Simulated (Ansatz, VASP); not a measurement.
Al3B2W in VASP and in Ansatz

```
CELL_PARAMETERS angstrom
4.63931 -1.61837 -0.00087
4.63931 1.61837 -0.00087
-3.97381 0.00000 4.83648
ATOMIC_POSITIONS crystal
Al 0.58210 0.58210 0.84811
Al 0.42345 0.42345 0.15479
Al 0.17955 0.17955 0.59011
B 0.88218 0.88218 0.84226
B 0.10920 0.10920 0.15112
W 0.82351 0.82351 0.41362
```

Change from the starting cell: species swapped into the Mo2As3P type (Cm, No. 8).

Alike in both runs: functional PBE; k mesh 10 × 10 × 6; occupations gaussian, width 0.1 eV; no spin polarisation.

Ansatz relaxed the structure, and its values are those at the end. VASP's run is a single point on that final structure, the one shown.

|  | VASP | Ansatz |
| --- | --- | --- |
| version | VASP 6.6.1 | Ansatz 0.2.0 |
| potentials or method | VASP PAW PBE potentials, release 64 (Al, B, W_sv), cutoff 520 eV | scalar-relativistic, plane waves, PAW |
| valence electrons in the cell | 29 | 29 |

|  | VASP | Ansatz | Ansatz less VASP |
| --- | --- | --- | --- |
| gap on the k mesh at the Fermi level (eV) | none | none | - |
| pressure (GPa) | 0.0 | 0.0 | -0.02 |

A gap of «none» marks a metal or a gap that the smearing closes.

Neither program's run includes spin-orbit coupling.
